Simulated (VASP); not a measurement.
# ZnPb2 (R-3m) in VASP: single point with PBE

Aim: the single point of ZnPb2 with PBE.

Everything below comes from runs of VASP 6.6.1. Logs are shortened: lines on timing, memory, paths and dates and some standing lists are left out, and cuts for length are marked.

## 1. The cell of the first run

The structure is trigonal, space group R-3m (No. 166). The conventional cell has a = 3.975 Å, b = 3.975 Å, c = 18.994 Å, α = 90.00°, β = 90.00°, γ = 120.00°. Zn (site symmetry -3m) has 6 Pb at 3.00 Å within 3.9 Å. Pb (site symmetry 3m) has 3 Zn at 3.00 Å and 3 Pb at 3.38 Å within 3.9 Å.

## 2. Single point, PBE

Contents of INCAR:

```
ALGO = Normal
EDIFF = 1E-6
ENCUT = 520
GGA = PE
ISIF = 2
ISMEAR = -1
LASPH = True
LCHARG = False
LREAL = False
LWAVE = False
NBANDS = 27
NELM = 100
PREC = Accurate
SIGMA = 0.1
```

Contents of KPOINTS:

```
k-points
0
Gamma
  8 8 8
```

Contents of POSCAR:

```
ZnPb2
1.0
    3.9752792303     -0.0000002887     -0.0000001046
   -1.9876393651      3.4426929449     -0.0000009446
    0.0000000000     -2.2951267004      6.3313726646
Zn Pb
1 2
Direct
    0.0000000000      0.0000000000      0.0000000000
    0.2319361240      0.4638722479      0.6958083719
    0.7680638760      0.5361277521      0.3041916281
```

Potentials or basis: VASP PAW PBE potentials, release 64 (Zn, Pb_d).

Started as:

```bash
> cat potpaw_PBE.64/Zn/POTCAR potpaw_PBE.64/Pb_d/POTCAR > POTCAR
> mpirun -np 1 vasp_std > vasp.out
```

OUTCAR:

```text
EDIFF = 1E-6
   ENCUT = 520
   GGA = PE
   ISIF = 2
   ISMEAR = -1
   LASPH = True
   LREAL = False
   NELM = 100
   PREC = Accurate

 ion  position               nearest neighbor table
   1  0.000  0.000  0.000-   2 3.00   3 3.00   3 3.00   2 3.00   2 3.00   3 3.00
   2  0.232  0.464  0.696-   1 3.00   1 3.00   1 3.00   3 3.38   3 3.38   3 3.38
   3  0.768  0.536  0.304-   1 3.00   1 3.00   1 3.00   2 3.38   2 3.38   2 3.38

  LATTYP: Found a trigonal (rhomboedric) cell.
 ALAT       =     6.7345294111
 COS(alpha) =     0.8257829018

  Lattice vectors:

 A1 = (   0.0000000000,  -2.2951267004,   6.3313726646)
 A2 = (   1.9876398652,   1.1475659558,   6.3313716154)
 A3 = (  -1.9876393651,   1.1475662445,   6.3313717200)

Analysis of symmetry for initial positions (statically):
=====================================================================
 Subroutine PRICEL returns:
 Original cell was already a primitive cell.

 Routine SETGRP: Setting up the symmetry group for a
 trigonal (rhombohedral) supercell.

 Subroutine GETGRP returns: Found 12 space group operations
 (whereof 12 operations were pure point group operations)
 out of a pool of 12 trial point group operations.

The static configuration has the point symmetry D_3d.

Analysis of symmetry for dynamics (positions and initial velocities):
=====================================================================
 Subroutine PRICEL returns:
 Original cell was already a primitive cell.

 Routine SETGRP: Setting up the symmetry group for a
 trigonal (rhombohedral) supercell.

 Subroutine GETGRP returns: Found 12 space group operations
 (whereof 12 operations were pure point group operations)
 out of a pool of 12 trial point group operations.

The dynamic configuration has the point symmetry D_3d.

 Subroutine INISYM returns: Found 12 space group operations
 (whereof 12 operations are pure point group operations),
 and found     1 'primitive' translations

----------------------------------------------------------------------------------------

                                     Primitive cell

  volume of cell :      86.6490

  direct lattice vectors                    reciprocal lattice vectors
     3.975279230 -0.000000289 -0.000000105     0.251554668  0.145235145  0.052647834
    -1.987639365  3.442692945 -0.000000945     0.000000024  0.290470327  0.105295682
     0.000000000 -2.295126700  6.331372665     0.000000004  0.000000046  0.157943649
[... 78 lines left out ...]
   ISTART =      0    job   : 0-new  1-cont  2-samecut
   ICHARG =      2    charge: 1-file 2-atom 10-const
   ISPIN  =      1    spin polarized calculation?
   LNONCOLLINEAR =      F non collinear calculations
   LSORBIT =      F    spin-orbit coupling
   LASPH  =      T    aspherical Exc in radial PAW
   ENCUT  =  520.0 eV  38.22 Ry    6.18 a.u.   7.39  7.39 12.52*2*pi/ulx,y,z
   NELM   =    100;   NELMIN=  2; NELMDL= -5     # of ELM steps
   EDIFF  = 0.1E-05   stopping-criterion for ELM
   LREAL  =      F    real-space projection
   EDIFFG = 0.1E-04   stopping-criterion for IOM
   NSW    =      0    number of steps for IOM
   IBRION =     -1    ionic relax: 0-MD 1-quasi-New 2-CG
   NFREE  =      0    steps in history (QN), initial steepest desc. (CG)
   ISIF   =      2    stress and relaxation
   ISYM   =      2    0-nonsym 1-usesym 2-fastsym
   POTIM  = 0.5000    time-step for ionic-motion
   TEBEG  =    0.0;   TEEND  =   0.0 temperature during run
   PSTRESS=    0.0 pullay stress
   NELECT =      40.0000    total number of electrons
   NUPDOWN=      -1.0000    fix difference up-down
   EMIN   =  10.00;   EMAX   =-10.00  energy-range for DOS
   EFERMI =   0.00;   METHOD = LEGACY
   ISMEAR =    -1;   SIGMA  =   0.10  broadening in eV -4-tet -1-fermi 0-gaus
   EFERMI_NEDOS =   21; number of points for ismear=-14 and -15
   IALGO  =     38    algorithm
   IMIX   =      4    mixing-type and parameters
     AMIX     =   0.40;   BMIX     =  1.00
     AMIX_MAG =   1.60;   BMIX_MAG =  1.00
  volume/ion in A,a.u.               =      28.88       194.91
  Fermi-wavevector in a.u.,A,eV,Ry     =   1.265242  2.390961 21.780712  1.600837
  Thomas-Fermi vector in A             =   2.398505
   LORBIT       =      0    0 simple, 1 ext, 2 COOP (PROOUT), +10 PAW based schemes
   GGA     = PE    functional components
   LHFCALC =     F    Hartree Fock is set to
   AEXX    =    0.0000 exact exchange contribution
   IVDW    =     0    specifies the selected vdW correction
   LEPSILON=     F    determine dielectric tensor
   LRPA    =     F    only Hartree local field effects (RPA)
 non-spin polarized calculation
  energy-cutoff  :      520.00
  volume of cell :       86.65
 maximum number of plane-waves:      2363
 NGX is ok and might be reduce to    30
   NGX = 15   NGY = 15   NGZ = 25

 number of electron      39.9999991 magnetization

 Free energy of the ion-electron system (eV)
  ---------------------------------------------------
  ext. energy  EPLUGINS =         0.00000000
  ---------------------------------------------------
  free energy    TOTEN  =        -7.68554264 eV

  energy without entropy =       -7.62724122  energy(sigma->0) =       -7.65639193

 E-fermi :   5.1060     XC(G=0):  -9.7881

 val. band max:        5.0765292555   @ k =   0.1250   0.2500   0.1250
 cond. band min:       5.1089107762   @ k =   0.0000   0.1250   0.2500
 fundamental gap:      0.0323815207
 Fermi energy:         5.1059727424

 k-point     1 :       0.0000    0.0000    0.0000
  band No.  band energies     occupation
      1     -11.9389      2.00000
      2     -11.9389      2.00000
      3     -11.9005      2.00000
      4     -11.9005      2.00000
      5     -11.8824      2.00000
      6     -11.8128      2.00000
[... 709 lines left out ...]
     26      11.4676      0.00000
     27      13.0566      0.00000

 [... further k-points ...]
[... 5 lines left out ...]
  --------------------------------------------------------------------------------------
  -------------------------------------------------------------------------------------
  Total       -0.7138489     -0.7138489      0.3068010     -0.0000000      0.0000003      0.0000000
  in kB      -13.1993686    -13.1993686      5.6728794     -0.0000000      0.0000055      0.0000005
  external PRESSURE =      -6.9086193 kB  Pullay stress =       0.0000000 kB

 VOLUME and BASIS-vectors are now :
 -----------------------------------------------------------------------------
  energy-cutoff  :      520.00
  volume of cell :       86.65
      direct lattice vectors                 reciprocal lattice vectors
     3.975279230 -0.000000289 -0.000000105     0.251554668  0.145235145  0.052647834
    -1.987639365  3.442692945 -0.000000945     0.000000024  0.290470327  0.105295682
     0.000000000 -2.295126700  6.331372665     0.000000004  0.000000046  0.157943649

 POSITION                                       TOTAL-FORCE (eV/Angst)
 -----------------------------------------------------------------------------------
      0.00000      0.00000      0.00000         0.000000     -0.000000      0.000000
      0.00000      0.00000      4.40542        -0.000000     -0.000000     -0.005573
      1.98764      1.14756      1.92595         0.000000      0.000000      0.005573
 -----------------------------------------------------------------------------------
    total drift:                                0.000000     -0.000000      0.000000

  FREE ENERGIE OF THE ION-ELECTRON SYSTEM (eV)
  ---------------------------------------------------
  free  energy   TOTEN  =        -7.6855426437 eV

  energy  without entropy=       -7.6272412167  energy(sigma->0) =       -7.65639193
```

Wall time 63 s (1 thread of AMD EPYC 9R45 (Zen 5), shared host); peak memory 0.26 GiB.

Results:

```
Free energy            : -7.6855 eV
Pressure               : -0.7 GPa
Largest force          : 0.006 eV/Å
Band gap on the k mesh : zero (band 20 reaches 8.11 eV, above the bottom of band 21 at 3.88 eV)
```

Forces in eV/Å, atoms in the order of the input:
```
Zn   0.000  0.000  0.000
Pb   0.000  0.000 -0.006
Pb   0.000  0.000  0.006
```

Caveat: spin-orbit coupling is left out, which moves the levels of the heavy elements.
